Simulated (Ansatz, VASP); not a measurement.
# GaN in VASP and in Ansatz

INCAR

```
  PREC = Accurate
  ENCUT = 600
  EDIFF = 1E-6
  ISMEAR = 0
  SIGMA = 0.05
  LREAL = F
  LASPH = T
  NELM = 120
  ALGO = Normal
  ISIF = 2
  LWAVE = F
  LCHARG = F
  NBANDS = 16
  GGA_COMPAT = F
```

KPOINTS

```
regular mesh
0
Gamma
  6 6 6
```

File POSCAR:

```
GaN
1.0
    0.0000000000      2.2015201946      2.2015201946
    2.2015201946      0.0000000000      2.2015201946
    2.2015201946      2.2015201946      0.0000000000
Ga N
1 1
Direct
    0.0000000000      0.0000000000      0.0000000000
    0.2500000000      0.2500000000      0.2500000000
```

Input for Ansatz:

```yaml
crystal:
  lattice:
    - [0.0, 2.2015201946, 2.2015201946]
    - [2.2015201946, 0.0, 2.2015201946]
    - [2.2015201946, 2.2015201946, 0.0]
  atoms:
    - { symbol: Ga, position: [0.0, 0.0, 0.0] }
    - { symbol: "N", position: [0.25, 0.25, 0.25] }
basis:
  ecutwfc: 420
kpoints:
  mp_grid: { grid: [6, 6, 6] }
hamiltonian:
  xc: lda
scf:
  occupations: { method: gaussian, width: 0.05 }
output:
  forces: true
  stress: true
  eigenvalues: true
```

Alike in both runs: task single point; functional LDA; k mesh 6 × 6 × 6; occupations gaussian, width 0.05 eV; no spin polarisation.

|  | VASP | Ansatz |
| --- | --- | --- |
| version | VASP 6.6.1 | Ansatz 0.2.0 |
| potentials or method | VASP PAW LDA potentials, release 64 (Ga_d, N), cutoff 600 eV | scalar-relativistic, plane waves, PAW |
| valence electrons in the cell | 18 | 18 |

Ansatz gave:

- gap on the k mesh at the Fermi level (eV): 2.18
- least direct gap on the mesh (eV): 2.18
- pressure (GPa): 7.7

Task: Estimate VASP's values.

Result: gap on the k mesh at the Fermi level (eV): 2.20; least direct gap on the mesh (eV): 2.20; pressure (GPa): 8.9.

LDA's correlation is that of Perdew and Zunger in VASP and of Perdew and Wang (1992) in Ansatz.
